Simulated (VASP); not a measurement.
Here is a VASP 6.6.1 calculation.

File INCAR:

```
SYSTEM = Zr
ALGO = Normal
DIPOL = 0.5 0.5 0.500
EDIFF = 1E-6
ENCUT = 520
GGA = PS
IDIPOL = 3
ISIF = 2
ISMEAR = -1
LASPH = .TRUE.
LCHARG = .FALSE.
LDIPOL = .TRUE.
LREAL = .FALSE.
LWAVE = .FALSE.
NBANDS = 38
NELM = 80
PREC = Accurate
SIGMA = 0.05
```

The input KPOINTS:

```
k-points
0
G
  13 13 1
  0 0 0
```

The input POSCAR:

```
Zr
1.0
    3.0483155759      0.0000000000      0.0000000000
   -1.0161051920      2.8739794865      0.0000000000
    0.0000000000      0.0000000000     25.9558000000
Zr
5
Direct
    0.0000000000      0.0000000000      0.3112341063
    0.5000000000      0.5000000000      0.4017119249
    0.0000000000      0.0000000000      0.5000000086
    0.5000000000      0.5000000000      0.5982880448
    0.0000000000      0.0000000000      0.6887659154
```

Potentials or basis: VASP PAW PBE potentials, release 64 (Zr_sv).

Command:

```console
$ cat potpaw_PBE.64/Zr_sv/POTCAR > POTCAR
$ mpirun -np 1 vasp_std > vasp.out
```

Task: What does it give for the band gap on the k mesh?

Result: Zero (bands 30 and 31 overlap by 0.64 eV).

Forces on the atoms (eV/Å):
```
Zr   0.000  0.000 -0.003
Zr   0.000  0.000 -0.002
Zr   0.000  0.000  0.000
Zr   0.000  0.000  0.002
Zr   0.000  0.000  0.003
```

Caveat: the PAW data sets were made with another functional, which shifts forces and pressure a little.
